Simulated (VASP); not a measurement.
Runs of VASP 6.6.1 on ScGaN. The structure is that of space group P-6m2 (No. 187), or close to it. The cells are those of the table. 

```tsv
task	cell	k mesh	cutoff (eV)	gap on the mesh (eV)	pressure (GPa)	relaxed volume (Å³/atom)
single point	a = 3.688, b = 3.688, c = 3.598 Å, angles 90.0, 90.0, 120.0°, 3 atoms	6 × 6 × 6	520	none	0.4	-
single point	a = 3.688, b = 3.688, c = 3.598 Å, angles 90.0, 90.0, 120.0°, 3 atoms	6 × 6 × 4	520	none	0.3	-
relaxation of cell and atoms	relaxed from a = 3.893, b = 3.893, c = 3.987 Å, angles 90.0, 90.0, 120.0°, 3 atoms	6 × 6 × 4	600	none	-0.2	(a)
relaxation of cell and atoms	relaxed from a = 3.688, b = 3.688, c = 3.598 Å, angles 90.0, 90.0, 120.0°, 3 atoms	6 × 6 × 6	600	none	-0.2	14.19
single point	a = 3.700, b = 3.700, c = 3.581 Å, angles 90.0, 90.0, 120.0°, 3 atoms	12 × 12 × 14	520	none	0.3	-
single point	a = 3.893, b = 3.893, c = 3.987 Å, angles 90.0, 90.0, 120.0°, 3 atoms	6 × 6 × 4	520	none	-13.8	-
```

Alike in all rows: level PBE; potentials or basis VASP PAW PBE potentials, release 64 (Sc_sv, Ga_d, N); no spin polarisation; smearing gaussian 0.1 eV.

Problem. Estimate the missing entries.

Solution. (a) 14.17.

Caveats: some runs use coarse meshes; the volume moved by over 15 % at a fixed basis, so the end points are rough (some runs).

A k mesh can miss the band edges, and the runs leave out spin-orbit coupling on Ga.

A gap of «none» marks levels without a gap at the run's occupations.
